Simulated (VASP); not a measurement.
# B2N (Cmmm) in VASP: single point with PBE

Aim: the single point of B2N with PBE.

All numbers are computed with VASP 6.6.1; they aren't measurements. Logs are shortened: lines on timing, memory, paths and dates and some standing lists are left out, and cuts for length are marked.

## Step 1: The cell of the first run

It takes space group Cmmm (No. 65, orthorhombic). Conventional cell: a = 2.447 Å, b = 14.531 Å, c = 4.068 Å, α = 90.00°, β = 90.00°, γ = 90.00°. Within 1.9 Å of B (site symmetry m2m) lie 1 N at 1.43 Å and 2 B at 1.69 Å. Within 1.9 Å of B (site symmetry m2m) lie 2 N at 1.45 Å and 1 B at 1.71 Å. Within 1.9 Å of N (site symmetry m2m) lie 3 B at 1.43 to 1.45 Å.

## Step 2: Single point, PBE, collinear spin, ferromagnetic start

Contents of INCAR:

```
  PREC = Accurate
  ENCUT = 600
  EDIFF = 1E-6
  ISMEAR = 0
  SIGMA = 0.1
  LREAL = False
  LASPH = True
  NELM = 200
  ALGO = Normal
  ISIF = 2
  LWAVE = False
  LCHARG = False
  ISPIN = 2
  MAGMOM = 0 0 0 0 1 1
  LORBIT = 11
  GGA = PE
  NBANDS = 24
  GGA_COMPAT = False
```

Contents of KPOINTS:

```
regular mesh
0
Gamma
  8 8 4
```

Contents of POSCAR:

```
B2N
1.0
    1.2234643059     -7.2656827027      0.0000000000
    1.2234643059      7.2656827027      0.0000000000
    0.0000000000      0.0000000000      4.0678780324
B N
4 2
Direct
    0.7100086472      0.2899913528      0.0000000000
    0.0587411556      0.9412588444      0.0000000000
    0.2899913528      0.7100086472      0.0000000000
    0.9412588444      0.0587411556      0.0000000000
    0.6118805911      0.3881194089      0.0000000000
    0.3881194089      0.6118805911      0.0000000000
```

Potentials or basis: VASP PAW PBE potentials, release 64 (B, N).

On the command line:

```console
> cat potpaw_PBE.64/B/POTCAR potpaw_PBE.64/N/POTCAR > POTCAR
> mpirun -np 1 vasp_std > vasp.out
```

OUTCAR:

```text
PREC = Accurate
   ENCUT = 600
   EDIFF = 1E-6
   ISMEAR = 0
   LREAL = False
   LASPH = True
   NELM = 200
   ISIF = 2
   ISPIN = 2
   LORBIT = 11
   GGA = PE

 ion  position               nearest neighbor table
   1  0.710  0.290  0.000-   5 1.43   3 1.69   3 1.69
   2  0.059  0.941  0.000-   5 1.45   5 1.45   4 1.71
   3  0.290  0.710  0.000-   6 1.43   1 1.69   1 1.69
   4  0.941  0.059  0.000-   6 1.45   6 1.45   2 1.71
   5  0.612  0.388  0.000-   1 1.43   2 1.45   2 1.45
   6  0.388  0.612  0.000-   3 1.43   4 1.45   4 1.45

  LATTYP: Found a base centered orthorhombic cell.
 ALAT       =     2.4469286118
 B/A-ratio  =     5.9386143655
 C/A-ratio  =     1.6624424647

  Lattice vectors:

 A1 = (   1.2234643059,  -7.2656827027,   0.0000000000)
 A2 = (   1.2234643059,   7.2656827027,   0.0000000000)
 A3 = (   0.0000000000,   0.0000000000,   4.0678780324)

Analysis of symmetry for initial positions (statically):
=====================================================================
 Subroutine PRICEL returns:
 Original cell was already a primitive cell.

 Routine SETGRP: Setting up the symmetry group for a
 base centered orthorhombic supercell.

 Subroutine GETGRP returns: Found  8 space group operations
 (whereof  8 operations were pure point group operations)
 out of a pool of  8 trial point group operations.

The static configuration has the point symmetry D_2h.

Analysis of symmetry for dynamics (positions and initial velocities):
=====================================================================
 Subroutine PRICEL returns:
 Original cell was already a primitive cell.

 Routine SETGRP: Setting up the symmetry group for a
 base centered orthorhombic supercell.

 Subroutine GETGRP returns: Found  8 space group operations
 (whereof  8 operations were pure point group operations)
 out of a pool of  8 trial point group operations.

The dynamic configuration has the point symmetry D_2h.

Analysis of structural, dynamic, and magnetic symmetry:
=====================================================================
 Subroutine PRICEL returns:
 Original cell was already a primitive cell.

 Routine SETGRP: Setting up the symmetry group for a
 base centered orthorhombic supercell.

 Subroutine GETGRP returns: Found  8 space group operations
 (whereof  8 operations were pure point group operations)
 out of a pool of  8 trial point group operations.

The overall configuration has the point symmetry D_2h.

 Subroutine INISYM returns: Found  8 space group operations
 (whereof  8 operations are pure point group operations),
 and found     1 'primitive' translations

----------------------------------------------------------------------------------------

                                     Primitive cell

  volume of cell :      72.3212

  direct lattice vectors                    reciprocal lattice vectors
     1.223464306 -7.265682703  0.000000000     0.408675592 -0.068816658  0.000000000
     1.223464306  7.265682703  0.000000000     0.408675592  0.068816658  0.000000000
     0.000000000  0.000000000  4.067878032     0.000000000  0.000000000  0.245828413

  length of vectors
     7.367971908  7.367971908  4.067878032     0.414429092  0.414429092  0.245828413

  position of ions in fractional coordinates (direct lattice)
     0.710008647  0.289991353  0.000000000
     0.058741156  0.941258844  0.000000000
     0.289991353  0.710008647  0.000000000
     0.941258844  0.058741156  0.000000000
     0.611880591  0.388119409  0.000000000
     0.388119409  0.611880591  0.000000000

  ion indices of the primitive-cell ions
   primitive index   ion index
                 1           1
                 2           2
                 3           3
                 4           4
                 5           5
                 6           6

----------------------------------------------------------------------------------------

 KPOINTS: regular mesh

Automatic generation of k-mesh.
 Grid dimensions read from file:
 generate k-points for:    8    8    4

 Generating k-lattice:

[... 40 lines left out ...]
  0.125000  0.000000  0.250000      8.000000
  0.250000  0.000000  0.250000      8.000000
 [... further k-points ...]
   k-points           NKPTS =     63   k-points in BZ     NKDIM =     63   number of bands    NBANDS=     24
   number of dos      NEDOS =    301   number of ions     NIONS =      6
   total plane-waves  NPLWV = 115200
   dimension x,y,z NGX =    60 NGY =   60 NGZ =   32
   dimension x,y,z NGXF=   120 NGYF=  120 NGZF=   64
   ions per type =               4   2
   NGX,Y,Z   is equivalent  to a cutoff of  13.54, 13.54, 13.08 a.u.
   NGXF,Y,Z  is equivalent  to a cutoff of  27.08, 27.08, 26.16 a.u.
 SYSTEM =  unknown system
   PREC   = accura    normal or accurate (medium, high low for compatibility)
   ISTART =      0    job   : 0-new  1-cont  2-samecut
   ICHARG =      2    charge: 1-file 2-atom 10-const
   ISPIN  =      2    spin polarized calculation?
   LNONCOLLINEAR =      F non collinear calculations
   LSORBIT =      F    spin-orbit coupling
   LASPH  =      T    aspherical Exc in radial PAW
   ENCUT  =  600.0 eV  44.10 Ry    6.64 a.u.  14.72 14.72  8.12*2*pi/ulx,y,z
   NELM   =    200;   NELMIN=  2; NELMDL= -5     # of ELM steps
   EDIFF  = 0.1E-05   stopping-criterion for ELM
   LREAL  =      F    real-space projection
   EDIFFG = 0.1E-04   stopping-criterion for IOM
   NSW    =      0    number of steps for IOM
   IBRION =     -1    ionic relax: 0-MD 1-quasi-New 2-CG
   NFREE  =      0    steps in history (QN), initial steepest desc. (CG)
   ISIF   =      2    stress and relaxation
   ISYM   =      2    0-nonsym 1-usesym 2-fastsym
   POTIM  = 0.5000    time-step for ionic-motion
   TEBEG  =    0.0;   TEEND  =   0.0 temperature during run
   PSTRESS=    0.0 pullay stress
   NELECT =      22.0000    total number of electrons
   NUPDOWN=      -1.0000    fix difference up-down
   EMIN   =  10.00;   EMAX   =-10.00  energy-range for DOS
   EFERMI =   0.00;   METHOD = LEGACY
   ISMEAR =     0;   SIGMA  =   0.10  broadening in eV -4-tet -1-fermi 0-gaus
   EFERMI_NEDOS =   21; number of points for ismear=-14 and -15
   IALGO  =     38    algorithm
   IMIX   =      4    mixing-type and parameters
     AMIX     =   0.40;   BMIX     =  1.00
     AMIX_MAG =   1.60;   BMIX_MAG =  1.00
  volume/ion in A,a.u.               =      12.05        81.34
  Fermi-wavevector in a.u.,A,eV,Ry     =   1.101017  2.080620 16.493491  1.212237
  Thomas-Fermi vector in A             =   2.237437
   LORBIT       =     11    0 simple, 1 ext, 2 COOP (PROOUT), +10 PAW based schemes
   GGA     = PE    functional components
   LHFCALC =     F    Hartree Fock is set to
   AEXX    =    0.0000 exact exchange contribution
   IVDW    =     0    specifies the selected vdW correction
   LEPSILON=     F    determine dielectric tensor
   LRPA    =     F    only Hartree local field effects (RPA)
 spin polarized calculation
 Gauss-broadening in eV      SIGMA  =   0.10
  energy-cutoff  :      600.00
  volume of cell :       72.32
 maximum number of plane-waves:      2440
   NGX = 29   NGY = 29   NGZ = 17

 number of electron      22.0000001 magnetization       0.0002801

 number of electron      22.0000001 magnetization      -0.0000954

 Free energy of the ion-electron system (eV)
  ---------------------------------------------------
  ext. energy  EPLUGINS =         0.00000000
  ---------------------------------------------------
  free energy    TOTEN  =       -46.22188221 eV

  energy without entropy =      -46.21664064  energy(sigma->0) =      -46.21926142

 E-fermi :   1.6197     XC(G=0):  -8.5804

 val. band max:        1.5543873623   @ k =   0.1250   0.1250   0.5000
 cond. band min:       1.6400483657   @ k =   0.1250   0.1250   0.2500
 fundamental gap:      0.0856610033
 Fermi energy:         1.6197279410

 spin component 1

 k-point     1 :       0.0000    0.0000    0.0000
  band No.  band energies     occupation
      1     -16.5318      1.00000
      2     -16.1740      1.00000
      3      -9.3184      1.00000
      4      -6.0562      1.00000
      5      -5.8513      1.00000
      6      -3.8446      1.00000
[... 613 lines left out ...]
     22      13.8254      0.00000
     23      15.1050      0.00000

 [... further k-points ...]

 spin component 2

 k-point     1 :       0.0000    0.0000    0.0000
  band No.  band energies     occupation
      1     -16.5318      1.00000
      2     -16.1740      1.00000
      3      -9.3184      1.00000
      4      -6.0562      1.00000
      5      -5.8513      1.00000
      6      -3.8447      1.00000
[... 613 lines left out ...]
     22      13.8253      0.00000
     23      15.1049      0.00000

 [... further k-points ...]

 [bands above 23 left out]

------------------------ aborting loop because EDIFF is reached ----------------------------------------

  FORCE on cell =-STRESS in cart. coord.  units (eV):
  Direction    XX          YY          ZZ          XY          YZ          ZX
  --------------------------------------------------------------------------------------
  -------------------------------------------------------------------------------------
  Total        2.9977188     -0.8596871     -0.1512107     -0.0000000      0.0000000      0.0000000
  in kB       66.4103587    -19.0451925     -3.3498668     -0.0000000      0.0000000      0.0000000
  external PRESSURE =      14.6717664 kB  Pullay stress =       0.0000000 kB

 VOLUME and BASIS-vectors are now :
 -----------------------------------------------------------------------------
  energy-cutoff  :      600.00
  volume of cell :       72.32
      direct lattice vectors                 reciprocal lattice vectors
     1.223464306 -7.265682703  0.000000000     0.408675592 -0.068816658  0.000000000
     1.223464306  7.265682703  0.000000000     0.408675592  0.068816658  0.000000000
     0.000000000  0.000000000  4.067878032     0.000000000  0.000000000  0.245828413

 POSITION                                       TOTAL-FORCE (eV/Angst)
 -----------------------------------------------------------------------------------
      1.22346     -3.05171      0.00000         0.000000     -0.928355     -0.000000
      1.22346      6.41209      0.00000         0.000000     -0.047832     -0.000000
      1.22346      3.05171      0.00000         0.000000      0.928355     -0.000000
      1.22346     -6.41209      0.00000         0.000000      0.047832     -0.000000
      1.22346     -1.62578      0.00000         0.000000      0.097285     -0.000000
      1.22346      1.62578      0.00000         0.000000     -0.097285      0.000000
 -----------------------------------------------------------------------------------
    total drift:                                0.000000     -0.000000     -0.000000

  FREE ENERGIE OF THE ION-ELECTRON SYSTEM (eV)
  ---------------------------------------------------
  free  energy   TOTEN  =       -46.2218822056 eV

  energy  without entropy=      -46.2166406403  energy(sigma->0) =      -46.21926142

 total charge

# of ion       s       p       d       tot
------------------------------------------
    1        0.743   1.268   0.000   2.012
    2        0.757   1.343   0.000   2.100
    3        0.743   1.268   0.000   2.012
    4        0.757   1.343   0.000   2.100
    5        1.234   2.755   0.000   3.989
    6        1.234   2.755   0.000   3.989
--------------------------------------------------
tot          5.468  10.733   0.000  16.201

 magnetization (x)

# of ion       s       p       d       tot
------------------------------------------
    1       -0.000   0.000   0.000  -0.000
    2       -0.000  -0.000   0.000  -0.000
    3       -0.000   0.000   0.000  -0.000
    4       -0.000  -0.000   0.000  -0.000
    5        0.000   0.000   0.000   0.000
    6        0.000   0.000   0.000   0.000
--------------------------------------------------
tot         -0.000   0.000   0.000   0.000
```

Run time: 7.4 min. Hardware: 1 thread of Oxide Virtual Turin-like, shared host; peak memory 0.48 GiB.

What came out:

* Free energy: -46.2219 eV
* Pressure: 1.5 GPa
* Largest force: 0.928 eV/Å
* Band gap on the k mesh: zero (filled and empty bands overlap)
* Net moment: 0.00 μB per cell
* Valence electrons inside the program's atomic spheres: B 2.01, 2.10 (each value once); N 3.99

Forces in eV/Å, atoms in the order of the input:
```
B    0.000 -0.928  0.000
B    0.000 -0.048  0.000
B    0.000  0.928  0.000
B    0.000  0.048  0.000
N    0.000  0.097  0.000
N    0.000 -0.097  0.000
```

Caveat: the k points lie up to 0.39 Å⁻¹ apart; semilocal functionals underestimate gaps, and a narrow one can read as zero; this functional lacks dispersion, which binds layers or chains, so the pressure and a relaxed spacing across them are unreliable.

The gap in the log of VASP goes by the Fermi energy; the results here count the filled bands.